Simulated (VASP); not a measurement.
# Mo (Pm-3m) in VASP: a series of runs, part 2 of 2

VASP 6.6.1. Earlier steps stand in the parts before.

## 6. Single point, BLYP (volume scaled by 1.12)

Contents of INCAR:

```
PREC = Accurate
ENCUT = 520
EDIFF = 1E-7
ISMEAR = -1
SIGMA = 0.1
LREAL = False
LASPH = True
NELM = 80
ALGO = Normal
ISIF = 2
LWAVE = False
LCHARG = True
GGA = B5
ALDAX = 1.0
AGGAX = 1.0
AGGAC = 1.0
ALDAC = 0.0
LELF = True
LVHAR = True
NBANDS = 13
```

Contents of KPOINTS:

```
regular mesh
0
Gamma
  13 13 13
```

Contents of POSCAR:

```
Mo
1.0
    2.7444616542      0.0000000000      0.0000000000
    0.0000000000      2.7444616542      0.0000000000
    0.0000000000      0.0000000000      2.7444616542
Mo
1
Direct
    0.0000000000      0.0000000000      0.0000000000
```

Potentials or basis: VASP PAW PBE potentials, release 64 (Mo_sv).

Launch:

```
$ cat potpaw_PBE.64/Mo_sv/POTCAR > POTCAR
$ mpirun -np 1 vasp_std > vasp.out
```

OUTCAR:

```text
PREC = Accurate
   ENCUT = 520
   EDIFF = 1E-7
   ISMEAR = -1
   LREAL = False
   LASPH = True
   NELM = 80
   ISIF = 2
   GGA = B5

 ion  position               nearest neighbor table
   1  0.000  0.000  0.000-

  LATTYP: Found a simple cubic cell.
 ALAT       =     2.7444616542

  Lattice vectors:

 A1 = (   2.7444616542,   0.0000000000,   0.0000000000)
 A2 = (   0.0000000000,   2.7444616542,   0.0000000000)
 A3 = (   0.0000000000,   0.0000000000,   2.7444616542)

Analysis of symmetry for initial positions (statically):
=====================================================================
 Subroutine PRICEL returns:
 Original cell was already a primitive cell.

 Routine SETGRP: Setting up the symmetry group for a
 simple cubic supercell.

 Subroutine GETGRP returns: Found 48 space group operations
[... 9 lines left out ...]

 Routine SETGRP: Setting up the symmetry group for a
 simple cubic supercell.

 Subroutine GETGRP returns: Found 48 space group operations
[... 11 lines left out ...]
                                     Primitive cell

  volume of cell :      20.6715

  direct lattice vectors                    reciprocal lattice vectors
     2.744461654  0.000000000  0.000000000     0.364370185  0.000000000  0.000000000
     0.000000000  2.744461654  0.000000000     0.000000000  0.364370185  0.000000000
     0.000000000  0.000000000  2.744461654     0.000000000  0.000000000  0.364370185

  length of vectors
     2.744461654  2.744461654  2.744461654     0.364370185  0.364370185  0.364370185

  position of ions in fractional coordinates (direct lattice)
     0.000000000  0.000000000  0.000000000

  ion indices of the primitive-cell ions
   primitive index   ion index
                 1           1

----------------------------------------------------------------------------------------

 KPOINTS: regular mesh
[... 84 lines left out ...]
   EFERMI_NEDOS =   21; number of points for ismear=-14 and -15
   IALGO  =     38    algorithm
   IMIX   =      4    mixing-type and parameters
     AMIX     =   0.40;   BMIX     =  1.00
     AMIX_MAG =   1.60;   BMIX_MAG =  1.00
  volume/ion in A,a.u.               =      20.67       139.50
  Fermi-wavevector in a.u.,A,eV,Ry     =   1.437674  2.716809 28.121961  2.066906
  Thomas-Fermi vector in A             =   2.556725
   LORBIT       =      0    0 simple, 1 ext, 2 COOP (PROOUT), +10 PAW based schemes
   GGA     = B5    functional components
   LHFCALC =     F    Hartree Fock is set to
   AEXX    =    0.0000 exact exchange contribution
   IVDW    =     0    specifies the selected vdW correction
   LEPSILON=     F    determine dielectric tensor
   LRPA    =     F    only Hartree local field effects (RPA)
 non-spin polarized calculation
  energy-cutoff  :      520.00
  volume of cell :       20.67
 maximum number of plane-waves:       587
   NGX = 11   NGY = 11   NGZ = 11

 number of electron      13.9999994 magnetization

 Free energy of the ion-electron system (eV)
  ---------------------------------------------------
  ext. energy  EPLUGINS =         0.00000000
  ---------------------------------------------------
  free energy    TOTEN  =        -8.48847246 eV

  energy without entropy =       -8.45107713  energy(sigma->0) =       -8.46977480

 E-fermi :   9.0213     XC(G=0): -11.0980

 val. band max:        9.0196146860   @ k =   0.3077   0.2308   0.2308
 cond. band min:       9.1031758858   @ k =   0.3846   0.3077   0.1538
 fundamental gap:      0.0835611997
 Fermi energy:         9.0213129261

 k-point     1 :       0.0000    0.0000    0.0000
  band No.  band energies     occupation
      1     -51.8476      2.00000
      2     -25.5322      2.00000
      3     -25.5322      2.00000
      4     -25.5322      2.00000
      5       3.2983      2.00000
      6       5.6106      2.00000
      7       5.6106      2.00000
      8      12.0245      0.00000
      9      12.0245      0.00000
     10      12.0245      0.00000
     11      23.3125      0.00000
     12      23.3125      0.00000
     13      23.3125      0.00000
[... 354 lines left out ...]
  band No.  band energies     occupation
      1     -51.6821      2.00000
      2     -26.2581      2.00000
      3     -26.0660      2.00000
      4     -25.4081      2.00000
      5       5.8796      2.00000
      6       6.6122      2.00000
      7       9.7406      0.00150
      8      10.1174      0.00003
      9      10.6218      0.00000
     10      11.5549      0.00000
     11      17.3609      0.00000
     12      21.9161      0.00000
     13      24.8462      0.00000

 [... further k-points ...]
[... 5 lines left out ...]
  --------------------------------------------------------------------------------------
  -------------------------------------------------------------------------------------
  Total       -1.9500169     -1.9500169     -1.9500169     -0.0000000     -0.0000000      0.0000000
  in kB     -151.1393154   -151.1393154   -151.1393154     -0.0000000     -0.0000000      0.0000000
  external PRESSURE =    -151.1393154 kB  Pullay stress =       0.0000000 kB

 VOLUME and BASIS-vectors are now :
 -----------------------------------------------------------------------------
  energy-cutoff  :      520.00
  volume of cell :       20.67
      direct lattice vectors                 reciprocal lattice vectors
     2.744461654  0.000000000  0.000000000     0.364370185  0.000000000  0.000000000
     0.000000000  2.744461654  0.000000000     0.000000000  0.364370185  0.000000000
     0.000000000  0.000000000  2.744461654     0.000000000  0.000000000  0.364370185

 POSITION                                       TOTAL-FORCE (eV/Angst)
 -----------------------------------------------------------------------------------
      0.00000      0.00000      0.00000         0.000000      0.000000      0.000000
 -----------------------------------------------------------------------------------
    total drift:                                0.000000      0.000000      0.000000

  FREE ENERGIE OF THE ION-ELECTRON SYSTEM (eV)
  ---------------------------------------------------
  free  energy   TOTEN  =        -8.4884724627 eV

  energy  without entropy=       -8.4510771333  energy(sigma->0) =       -8.46977480
```

stdout:

```text
POSCAR found type information on POSCAR Mo
 POSCAR found :  1 types and       1 ions
 scaLAPACK will be used
 -----------------------------------------------------------------------------
|                                                                             |
|                                                                             |
|     You enforced a specific xc type in the INCAR file but a different       |
|     I HOPE YOU KNOW WHAT YOU ARE DOING!                                     |
|                                                                             |
 -----------------------------------------------------------------------------

 LDA part: xc-table for (Slater(with rela. corr.)+VWN5), standard interpolation
 POSCAR, INCAR and KPOINTS ok, starting setup
 FFT: planning ... GRIDC
 FFT: planning ... GRID_SOFT
 FFT: planning ... GRID
 WAVECAR not read
 entering main loop
```

Run time: 10 s. Hardware: 1 thread of Intel Xeon Platinum 8559C (Emerald Rapids), shared host; peak memory 0.13 GiB.

What came out:

```yaml
Free_energy: -8.4885 eV
Pressure: -15.1 GPa
Band_gap_on_the_k_mesh: zero (band 7 reaches 10.18 eV, above the bottom of band 8 at 8.48 eV)
```

Caveat: the PAW data sets were made with another functional, which shifts forces and pressure a little.

## 7. The runs side by side

```csv
cell,k mesh,gap on the mesh (eV),pressure (GPa)
"a = 2.643 Å, 1 atom",12 × 12 × 12,none,0.7
"a = 2.643 Å, 1 atom",13 × 13 × 13,none,-0.1
"a = 2.677 Å, 1 atom",13 × 13 × 13,none,-6.2
"a = 2.711 Å, 1 atom",13 × 13 × 13,none,-11.2
"a = 2.744 Å, 1 atom",13 × 13 × 13,none,-15.1
```

Alike in all rows: task single point; level BLYP; potentials or basis VASP PAW PBE potentials, release 64 (Mo_sv); no spin polarisation; cutoff (eV) 520; smearing fermi-dirac 0.1 eV.

Caveats: the PAW data sets were made with another functional, which shifts forces and pressure a little.

Total energies depend on the potentials used, so only differences within one code and one set of settings carry meaning.
